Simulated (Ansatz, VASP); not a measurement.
**One calculation of PbS, two programs**

```
Pb S
1.0
     0.00000    2.95840    2.95840
     2.95840    0.00000    2.95840
     2.95840    2.95840    0.00000
Pb S
1 1
Direct
  0.00000 0.00000 0.00000
  0.50000 0.50000 0.50000
```

Alike in both runs: functional revPBE; dispersion D3(BJ); k mesh 6 × 6 × 6; no spin polarisation.

Ansatz relaxed the structure, and its values are those at the end. VASP's run is a single point on that final structure, the one shown.

|  | VASP | Ansatz |
| --- | --- | --- |
| version | VASP 6.6.1 | Ansatz 0.2.0 |
| potentials or method | VASP PAW PBE potentials, release 64 (Pb_d, S) | plane waves, PAW |
| plane-wave cutoff (eV) | 500 | 420 |
| occupations | gaussian, width 0.01 eV | fixed |
| valence electrons in the cell | 20 | 20 |

|  | VASP | Ansatz | Ansatz less VASP |
| --- | --- | --- | --- |
| pressure (GPa) | -0.1 | 0.0 | +0.08 |

VASP's potentials were made for PBE, not for revPBE. Ansatz's warnings: relaxed geometry near dispersion switch.

Spin-orbit coupling is off throughout.
